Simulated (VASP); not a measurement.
Wanted: the native input for a VASP 6.6.1 run.

| Quantity | Value |
| --- | --- |
| Task | single point |
| Functional | PBE |
| Potentials or basis | VASP PAW PBE potentials, release 64 (Al, Ru_pv, N) |
| Cutoff | 520 eV |
| k mesh | 12 × 12 × 12 |
| Occupations | gaussian, width 0.1 eV |
| Spin | no spin polarisation |
| Dipole correction | no |
| Further INCAR settings | ALGO = Normal; EDIFF = 1e-06; NBANDS = 26 |

The structure of Al2RuN3 lies in POSCAR:

```
Al2RuN3
1.0
    2.7688009739      1.5985679877      2.5413000815
   -2.7688009739      1.5985679877      2.5413000815
    0.0000000000     -3.1971359753      2.5413000815
Al Ru N
2 1 3
Direct
    0.6776560833      0.6776560833      0.6776560833
    0.3223439167      0.3223439167      0.3223439167
    0.0000000000      0.0000000000      0.0000000000
    0.0000000000      0.5000000000      0.0000000000
    0.5000000000      0.0000000000      0.0000000000
    0.0000000000      0.0000000000      0.5000000000
```

The cell was generated, and may not be a known phase.

One way to write it, as run:

INCAR

```
SYSTEM = Al2RuN3
PREC     = Accurate       ! precision mode
ENCUT    = 520            ! plane-wave cutoff, eV
EDIFF    = 1E-6           ! SCF threshold, eV
ISMEAR   = 0              ! smearing method
SIGMA    = 0.1            ! smearing width, eV
LREAL    = .FALSE.        ! projectors in reciprocal space
LASPH    = .TRUE.         ! aspherical terms in the spheres
NELM     = 60             ! most SCF steps
ALGO     = Normal         ! electronic algorithm
ISIF     = 2              ! what is computed and relaxed
LWAVE    = .FALSE.        ! write WAVECAR
LCHARG   = .TRUE.         ! write CHGCAR
GGA      = PE             ! functional
LELF     = .TRUE.         ! ELF
LVHAR    = .TRUE.       
NBANDS   = 26             ! bands
```

KPOINTS

```
regular mesh
0
G
  12 12 12
  0 0 0
```

Potentials or basis: VASP PAW PBE potentials, release 64 (Al, Ru_pv, N).

Launch:

```bash
$ cat potpaw_PBE.64/Al/POTCAR potpaw_PBE.64/Ru_pv/POTCAR potpaw_PBE.64/N/POTCAR > POTCAR
$ mpirun -np 1 vasp_std > vasp.out
```

Results of the run:

The pressure is -0.1 GPa. The band gap on the k mesh is zero (an odd number of electrons rules out a gap without spin polarisation).

Caveat: an odd number of electrons without spin polarisation forces a metal; a magnetic or distorted state may lie lower.

It took 2.5 min on 1 thread of AMD EPYC 9R45 96-Core Processor (Zen 5), with other jobs on the host, peak memory 0.37 GiB.
